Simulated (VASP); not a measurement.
Runs of VASP 6.6.1 on MnS. The structure is hexagonal, space group P6_3mc (No. 186). The conventional cell has a = 3.954 Å, b = 3.954 Å, c = 6.343 Å, α = 90.00°, β = 90.00°, γ = 120.00°. Mn (site symmetry 3m) has 4 S at 2.36 to 2.42 Å within 3.1 Å. S (site symmetry 3m) has 4 Mn at 2.36 to 2.42 Å within 3.1 Å. 

```csv
task,level,potentials or basis,spin,fixed moment (μB),k mesh,cutoff (eV),smearing,grid for exact exchange (PRECFOCK),share of exact exchange,gap on the mesh (eV),pressure (GPa),moment (μB),largest force (eV/Å)
single point,PBE,"VASP PAW PBE potentials, release 64 (Mn_pv, S)",off,-,8 × 8 × 4,520,fermi-dirac 0.05 eV,-,-,none,(b),-,0.13
single point,LDA,"VASP PAW LDA potentials, release 64 (Mn_sv, S)","collinear, ferromagnetic start",-,8 × 8 × 4,680,fermi-dirac 0.05 eV,-,-,none,-5.0,9.48,0.24
single point,PBEsol,"VASP PAW PBE potentials, release 64 (Mn_pv, S)","collinear, ferromagnetic start",8.0,7 × 7 × 4,520,fermi-dirac 0.05 eV,-,-,-,-7.9,8.00,0.11
dielectric tensor,BLYP,"VASP PAW PBE potentials, release 64 (Mn_pv, S)","collinear, ferromagnetic start",-,8 × 8 × 4,520,gaussian 0.05 eV,-,-,none,-,9.76,-
single point,PBE,"VASP PAW PBE potentials, release 64 (Mn_pv, S)","collinear, antiferromagnetic start",-,8 × 8 × 4,520,fermi-dirac 0.05 eV,-,-,0.82,-0.5,0.00,0.16
single point,PBEsol,"VASP PAW PBE potentials, release 64 (Mn_pv, S)","collinear, ferromagnetic start",2.0,7 × 7 × 4,520,fermi-dirac 0.05 eV,-,-,-,-21.8,2.00,0.12
single point,PBEsol,"VASP PAW PBE potentials, release 64 (Mn_pv, S)","collinear, ferromagnetic start",6.0,7 × 7 × 4,520,fermi-dirac 0.05 eV,-,-,-,-14.2,6.00,0.05
single point,PBEsol,"VASP PAW PBE potentials, release 64 (Mn_pv, S)","collinear, zero start",0.0,7 × 7 × 4,520,fermi-dirac 0.05 eV,-,-,-,(c),0.00,0.10
single point,PBEsol-based global hybrid with 25 % exact exchange,"VASP PAW PBE potentials, release 64 (Mn_pv, S)","collinear, ferromagnetic start",-,4 × 4 × 2,520,fermi-dirac 0.05 eV,Normal,0.25,2.67,(d),10.00,0.32
single point,PBE,"VASP PAW PBE potentials, release 64 (Mn_pv, S)","collinear, ferrimagnetic start",-,8 × 8 × 4,520,fermi-dirac 0.05 eV,-,-,0.82,-0.5,0.00,0.16
single point,PBEsol,"VASP PAW PBE potentials, release 64 (Mn_pv, S)","collinear, ferromagnetic start",4.0,7 × 7 × 4,520,fermi-dirac 0.05 eV,-,-,-,(a),4.00,0.03
```

Alike in all rows: cell as given.

Question: Estimate the missing entries.

Answer: (a) -18.9; (b) -19.6; (c) -23.1; (d) 2.6.

Caveats: some runs use coarse meshes; the cell stands under tension (at least some runs); the run started ferromagnetic, and an antiferromagnetic order may lie lower in energy (at least some runs); the PAW data sets were made with another functional, which shifts forces and pressure a little (at least some runs); the total moment is fixed, so each spin has its own Fermi level and the state may be an excited one (at least some runs); semilocal functionals often make such compounds metallic where correlation or magnetic order opens a gap, which also shifts bond lengths (at least some runs); the antiferromagnetic order is the one typed at the start, and another may lie lower (at least some runs); the total moment is fixed, so each spin has its own Fermi level (at least some runs).

A k mesh can miss the band edges.

A gap of «none» marks levels without a gap at the run's occupations.

The runs don't all hold the same shells in valence.
